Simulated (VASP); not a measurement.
A run of VASP 6.6.1:

Contents of POSCAR:

```
MgO
1.0
    3.4340823300      0.0000000000      0.0000000000
   -1.7170411650      2.9740026200      0.0000000000
    0.0000000000      0.0000000000      4.3062598882
Mg O
2 2
Direct
    0.6666666667      0.3333333333      0.7500000000
    0.3333333333      0.6666666667      0.2500000000
    0.6666666667      0.3333333333      0.2500000000
    0.3333333333      0.6666666667      0.7500000000
```

INCAR.step1

```
PREC = Accurate
ENCUT = 520
ISMEAR = -1
SIGMA = 0.02
LREAL = False
LASPH = True
NELM = 80
NBANDS = 16
GGA = PE
ALGO = Normal
EDIFF = 1E-4
LWAVE = True
LCHARG = False
```

Contents of INCAR.step2:

```
PREC = Accurate
ENCUT = 520
EDIFF = 1E-7
ISMEAR = -1
SIGMA = 0.02
LREAL = False
LASPH = True
NELM = 80
ALGO = Normal
ISIF = 2
LWAVE = False
LCHARG = True
METAGGA = R2SCAN
LMIXTAU = True
LELF = True
LVHAR = True
NBANDS = 16
ISTART = 1
```

File KPOINTS:

```
Automatic mesh
0
Gamma
  6 6 6
```

Potentials or basis: VASP PAW PBE potentials, release 64 (Mg, O).

Run with:

```sh
$ cat potpaw_PBE.64/Mg/POTCAR potpaw_PBE.64/O/POTCAR > POTCAR
$ cp INCAR.step1 INCAR
$ mpirun -np 1 vasp_std > vasp.out
$ cp INCAR.step2 INCAR
$ mpirun -np 1 vasp_std > vasp.out
```

Hardware: 1 thread of Intel Xeon 6975P-C, with other jobs on the host.

Question: Estimate the wall time of this run.

Answer: Wall time 84 s on 1 thread of Intel Xeon 6975P-C, on a shared host, peak memory 0.18 GiB. Counts: k points 28.
